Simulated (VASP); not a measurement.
# Ir (Fm-3m) in VASP: notebook

Runs on Ir. Level: r2SCAN. Tasks: single point.

All numbers are computed with VASP 6.6.1; they aren't measurements. Logs are shortened: lines on timing, memory, paths and dates and some standing lists are left out, and cuts for length are marked.

### 1 The cell of the first run

The structure is cubic, space group Fm-3m (No. 225). The conventional cell has a = 3.846 Å, b = 3.846 Å, c = 3.846 Å, α = 90.00°, β = 90.00°, γ = 90.00°. Within 3.6 Å of Ir (site symmetry m-3m) lie 12 Ir at 2.72 Å.

### 2 Single point, r2SCAN

POSCAR

```
Ir
1.0
    0.0000000000      1.9228496764      1.9228496764
    1.9228496764      0.0000000000      1.9228496764
    1.9228496764      1.9228496764      0.0000000000
Ir
1
Direct
    0.0000000000      0.0000000000      0.0000000000
```

INCAR.step1

```
ALGO = Normal
EDIFF = 1E-4
ENCUT = 520
GGA = PE
ISMEAR = 1
LASPH = True
LCHARG = False
LREAL = False
LWAVE = True
NBANDS = 10
NELM = 100
PREC = Accurate
SIGMA = 0.2
```

INCAR.step2

```
ALGO = Normal
EDIFF = 1E-7
ENCUT = 520
ISIF = 2
ISMEAR = 1
ISTART = 1
LASPH = True
LCHARG = False
LMIXTAU = True
LREAL = False
LWAVE = False
METAGGA = R2SCAN
NBANDS = 10
NELM = 100
PREC = Accurate
SIGMA = 0.2
```

KPOINTS

```
k-points
0
Gamma
  14 14 14
```

Potentials or basis: VASP PAW PBE potentials, release 64 (Ir).

Run with:

```sh
> cat potpaw_PBE.64/Ir/POTCAR > POTCAR
> cp INCAR.step1 INCAR
> mpirun -np 1 vasp_std > vasp.out
> cp INCAR.step2 INCAR
> mpirun -np 1 vasp_std > vasp.out
```

OUTCAR:

```text
EDIFF = 1E-7
   ENCUT = 520
   ISIF = 2
   ISMEAR = 1
   ISTART = 1
   LASPH = True
   LREAL = False
   METAGGA = R2SCAN
   NELM = 100
   PREC = Accurate

 ion  position               nearest neighbor table
   1  0.000  0.000  0.000-

  LATTYP: Found a face centered cubic cell.
 ALAT       =     3.8456993528

  Lattice vectors:

 A1 = (   0.0000000000,   1.9228496764,   1.9228496764)
 A2 = (   1.9228496764,   0.0000000000,   1.9228496764)
 A3 = (   1.9228496764,   1.9228496764,   0.0000000000)

Analysis of symmetry for initial positions (statically):
=====================================================================
 Subroutine PRICEL returns:
 Original cell was already a primitive cell.

 Routine SETGRP: Setting up the symmetry group for a
 face centered cubic supercell.

 Subroutine GETGRP returns: Found 48 space group operations
 (whereof 48 operations were pure point group operations)
 out of a pool of 48 trial point group operations.

The static configuration has the point symmetry O_h .

Analysis of symmetry for dynamics (positions and initial velocities):
=====================================================================
 Subroutine PRICEL returns:
 Original cell was already a primitive cell.

 Routine SETGRP: Setting up the symmetry group for a
 face centered cubic supercell.

 Subroutine GETGRP returns: Found 48 space group operations
 (whereof 48 operations were pure point group operations)
 out of a pool of 48 trial point group operations.

The dynamic configuration has the point symmetry O_h .

 Subroutine INISYM returns: Found 48 space group operations
 (whereof 48 operations are pure point group operations),
 and found     1 'primitive' translations

----------------------------------------------------------------------------------------

                                     Primitive cell

  volume of cell :      14.2189

  direct lattice vectors                    reciprocal lattice vectors
     0.000000000  1.922849676  1.922849676    -0.260030727  0.260030727  0.260030727
     1.922849676  0.000000000  1.922849676     0.260030727 -0.260030727  0.260030727
     1.922849676  1.922849676  0.000000000     0.260030727  0.260030727 -0.260030727

  length of vectors
     2.719320091  2.719320091  2.719320091     0.450386431  0.450386431  0.450386431

  position of ions in fractional coordinates (direct lattice)
     0.000000000  0.000000000  0.000000000

  ion indices of the primitive-cell ions
   primitive index   ion index
                 1           1

----------------------------------------------------------------------------------------

 KPOINTS: k-points

Automatic generation of k-mesh.
 Grid dimensions read from file:
 generate k-points for:   14   14   14

 Generating k-lattice:

  Cartesian coordinates                     Fractional coordinates (reciprocal lattice)
    -0.018573623  0.018573623  0.018573623     0.071428571  0.000000000  0.000000000
     0.018573623 -0.018573623  0.018573623     0.000000000  0.071428571  0.000000000
     0.018573623  0.018573623 -0.018573623     0.000000000  0.000000000  0.071428571

  Length of vectors
     0.032170459  0.032170459  0.032170459

  Shift w.r.t. Gamma in fractional coordinates (k-lattice)
     0.000000000  0.000000000  0.000000000

 Subroutine IBZKPT returns following result:
 ===========================================

 Found    104 irreducible k-points:

 Following reciprocal coordinates:
            Coordinates               Weight
  0.000000  0.000000  0.000000      1.000000
  0.071429  0.000000  0.000000      8.000000
  0.142857  0.000000  0.000000      8.000000
  0.214286  0.000000  0.000000      8.000000
  0.285714  0.000000  0.000000      8.000000
  0.357143  0.000000  0.000000      8.000000
[... 16 lines left out ...]
  0.214286  0.142857  0.000000     24.000000
  0.285714  0.142857  0.000000     24.000000
 [... further k-points ...]
   k-points           NKPTS =    104   k-points in BZ     NKDIM =    104   number of bands    NBANDS=     10
   number of dos      NEDOS =    301   number of ions     NIONS =      1
   total plane-waves  NPLWV =   8000
   dimension x,y,z NGX =    20 NGY =   20 NGZ =   20
   dimension x,y,z NGXF=    40 NGYF=   40 NGZF=   40
   ions per type =               1
   NGX,Y,Z   is equivalent  to a cutoff of  12.23, 12.23, 12.23 a.u.
   NGXF,Y,Z  is equivalent  to a cutoff of  24.45, 24.45, 24.45 a.u.
 SYSTEM =  unknown system
   PREC   = accura    normal or accurate (medium, high low for compatibility)
   ISTART =      1    job   : 0-new  1-cont  2-samecut
   ICHARG =      0    charge: 1-file 2-atom 10-const
   ISPIN  =      1    spin polarized calculation?
   LNONCOLLINEAR =      F non collinear calculations
   LSORBIT =      F    spin-orbit coupling
   LASPH  =      T    aspherical Exc in radial PAW
   ENCUT  =  520.0 eV  38.22 Ry    6.18 a.u.   5.06  5.06  5.06*2*pi/ulx,y,z
   NELM   =    100;   NELMIN=  2; NELMDL=  0     # of ELM steps
   EDIFF  = 0.1E-06   stopping-criterion for ELM
   LREAL  =      F    real-space projection
   EDIFFG = 0.1E-05   stopping-criterion for IOM
   NSW    =      0    number of steps for IOM
   IBRION =     -1    ionic relax: 0-MD 1-quasi-New 2-CG
   NFREE  =      0    steps in history (QN), initial steepest desc. (CG)
   ISIF   =      2    stress and relaxation
   ISYM   =      2    0-nonsym 1-usesym 2-fastsym
   POTIM  = 0.5000    time-step for ionic-motion
   TEBEG  =    0.0;   TEEND  =   0.0 temperature during run
   PSTRESS=    0.0 pullay stress
   NELECT =       9.0000    total number of electrons
   NUPDOWN=      -1.0000    fix difference up-down
   EMIN   =  10.00;   EMAX   =-10.00  energy-range for DOS
   EFERMI =   0.00;   METHOD = LEGACY
   ISMEAR =     1;   SIGMA  =   0.20  broadening in eV -4-tet -1-fermi 0-gaus
   EFERMI_NEDOS =   21; number of points for ismear=-14 and -15
   IALGO  =     38    algorithm
   IMIX   =      4    mixing-type and parameters
     AMIX     =   0.40;   BMIX     =  1.00
     AMIX_MAG =   1.60;   BMIX_MAG =  1.00
  volume/ion in A,a.u.               =      14.22        95.95
  Fermi-wavevector in a.u.,A,eV,Ry     =   1.405617  2.656231 26.881835  1.975759
  Thomas-Fermi vector in A             =   2.528060
   LORBIT       =      0    0 simple, 1 ext, 2 COOP (PROOUT), +10 PAW based schemes
   METAGGA = R2SCAN    functional components
   LHFCALC =     F    Hartree Fock is set to
   AEXX    =    0.0000 exact exchange contribution
   IVDW    =     0    specifies the selected vdW correction
   LEPSILON=     F    determine dielectric tensor
   LRPA    =     F    only Hartree local field effects (RPA)
 non-spin polarized calculation
 Methfessel and Paxton  Order N= 1 SIGMA  =   0.20
  energy-cutoff  :      520.00
  volume of cell :       14.22
 maximum number of plane-waves:       393
   NGX = 11   NGY = 11   NGZ = 11

 number of electron       9.0000000 magnetization

 Free energy of the ion-electron system (eV)
  ---------------------------------------------------
  ext. energy  EPLUGINS =         0.00000000
  ---------------------------------------------------
  free energy    TOTEN  =       -52.35647824 eV

  energy without entropy =      -52.35257725  energy(sigma->0) =      -52.35517791

 E-fermi :   9.9904     XC(G=0): -15.2933

 val. band max:        9.9820938937   @ k =   0.4286   0.2857   0.0714
 cond. band min:      10.0191660950   @ k =   0.5000   0.4286   0.0000
 fundamental gap:      0.0370722013
 Fermi energy:         9.9903550361

 k-point     1 :       0.0000    0.0000    0.0000
  band No.  band energies     occupation
      1      -1.3843      2.00000
      2       6.1201      2.00000
      3       6.1201      2.00000
      4       6.1201      2.00000
      5       8.8090      2.00000
      6       8.8090      2.00000
      7      25.2013      0.00000
      8      31.0357      0.00000
      9      31.0357      0.00000
     10      31.0357      0.00000

 k-point     2 :       0.0714    0.0000    0.0000
  band No.  band energies     occupation
      1      -1.1491      2.00000
      2       5.9956      2.00000
      3       6.2209      2.00000
      4       6.2209      2.00000
      5       8.7463      2.00000
      6       8.7463      2.00000
      7      25.5998      0.00000
      8      29.9019      0.00000
      9      31.4149      0.00000
     10      31.4149      0.00000

 k-point     3 :       0.1429    0.0000    0.0000
  band No.  band energies     occupation
      1      -0.4859      2.00000
      2       5.7115      2.00000
      3       6.4525      2.00000
      4       6.4525      2.00000
      5       8.6517      2.00000
      6       8.6517      2.00000
      7      26.6099      0.00000
      8      27.8817      0.00000
      9      32.4919      0.00000
     10      32.4919      0.00000

 k-point     4 :       0.2143    0.0000    0.0000
  band No.  band energies     occupation
      1       0.4453      2.00000
      2       5.5229      2.00000
      3       6.5884      2.00000
      4       6.5884      2.00000
      5       8.7950      2.00000
      6       8.7950      2.00000
      7      25.7429      0.00000
      8      27.6125      0.00000
      9      34.0689      0.00000
     10      34.0689      0.00000

 k-point     5 :       0.2857    0.0000    0.0000
  band No.  band energies     occupation
      1       1.2857      2.00000
      2       5.8473      2.00000
      3       6.4664      2.00000
      4       6.4664      2.00000
      5       9.3504      2.00006
      6       9.3504      2.00006
      7      23.5650      0.00000
      8      27.2520      0.00000
      9      34.9616      0.00000
     10      34.9616      0.00000

 k-point     6 :       0.3571    0.0000    0.0000
  band No.  band energies     occupation
      1       1.6759      2.00000
      2       6.2293      2.00000
      3       6.2293      2.00000
      4       6.9960      2.00000
      5      10.1113      0.15568
      6      10.1113      0.15567
      7      21.1364      0.00000
      8      26.0128      0.00000
      9      33.0354      0.00000
     10      33.0354      0.00000
[... 183 lines left out ...]
 k-point    21 :      -0.0714    0.0714    0.0000
  band No.  band energies     occupation
      1      -0.7687      2.00000
      2       5.7753      2.00000
      3       6.3640      2.00000
      4       6.4201      2.00000
      5       8.4750      2.00000
      6       8.8595      2.00000
      7      26.2190      0.00000
      8      28.9421      0.00000
      9      31.2278      0.00000
     10      32.3895      0.00000

 k-point    22 :       0.1429    0.1429    0.0000
  band No.  band energies     occupation
      1      -0.1764      2.00000
      2       5.2604      2.00000
      3       6.8205      2.00000
      4       6.8205      2.00000
      5       7.8455      2.00000
      6       9.1641      2.00000
      7      27.2241      0.00000
      8      29.2821      0.00000
      9      31.1503      0.00000
     10      31.1503      0.00000

 k-point    23 :       0.2143    0.1429    0.0000
  band No.  band energies     occupation
      1       0.5557      2.00000
      2       4.9034      2.00000
      3       6.9260      2.00000
      4       7.1436      2.00000
      5       7.7964      2.00000
      6       9.3726      2.00011
      7      27.9471      0.00000
      8      28.2914      0.00000
      9      31.0963      0.00000
     10      31.7256      0.00000

 k-point    24 :       0.2857    0.1429    0.0000
  band No.  band energies     occupation
      1       1.4707      2.00000
      2       4.7162      2.00000
      3       6.4624      2.00000
      4       7.2561      2.00000
      5       8.6364      2.00000
      6       9.8033      2.03408
      7      25.8078      0.00000
      8      28.7453      0.00000
      9      30.9412      0.00000
     10      32.0700      0.00000

 [... further k-points ...]

------------------------ aborting loop because EDIFF is reached ----------------------------------------

  FORCE on cell =-STRESS in cart. coord.  units (eV):
  Direction    XX          YY          ZZ          XY          YZ          ZX
  --------------------------------------------------------------------------------------
  -------------------------------------------------------------------------------------
  Total        0.1982629      0.1982629      0.1982629      0.0000000      0.0000000     -0.0000000
  in kB       22.3401503     22.3401503     22.3401503      0.0000000      0.0000000     -0.0000000
  external PRESSURE =      22.3401503 kB  Pullay stress =       0.0000000 kB

 VOLUME and BASIS-vectors are now :
 -----------------------------------------------------------------------------
  energy-cutoff  :      520.00
  volume of cell :       14.22
      direct lattice vectors                 reciprocal lattice vectors
     0.000000000  1.922849676  1.922849676    -0.260030727  0.260030727  0.260030727
     1.922849676  0.000000000  1.922849676     0.260030727 -0.260030727  0.260030727
     1.922849676  1.922849676  0.000000000     0.260030727  0.260030727 -0.260030727

 POSITION                                       TOTAL-FORCE (eV/Angst)
 -----------------------------------------------------------------------------------
      0.00000      0.00000      0.00000         0.000000      0.000000      0.000000
 -----------------------------------------------------------------------------------
    total drift:                                0.000000      0.000000     -0.000000

  FREE ENERGIE OF THE ION-ELECTRON SYSTEM (eV)
  ---------------------------------------------------
  free  energy   TOTEN  =       -52.3564782383 eV

  energy  without entropy=      -52.3525772546  energy(sigma->0) =      -52.35517791
```

It took 30 s on 1 thread of Intel Xeon Platinum 8488C (Sapphire Rapids), shared host; peak memory 0.14 GiB.

Results:

```yaml
Free_energy: -52.3565 eV
Pressure: 2.2 GPa
```

Levels at points of the mesh, in eV from the Fermi level:
| k point | band 2 | band 3 | band 4 | band 5 | band 6 | band 7 |
| --- | --- | --- | --- | --- | --- | --- |
| (0.00, 0.00, 0.00) | -3.87 | -3.87 | -3.87 | -1.18 | -1.18 | 15.21 |
| (0.50, 0.00, 0.00) | -4.02 | -4.02 | -0.59 | 1.02 | 1.02 | 7.71 |
| (0.50, 0.50, 0.00) | -7.47 | 0.93 | 1.65 | 1.65 | 1.88 | 11.10 |

Caveat: the PAW data sets were made with another functional, which shifts forces and pressure a little; spin-orbit coupling is left out, which moves the levels of the heavy elements.

(Part 1 of 2 ends here.)
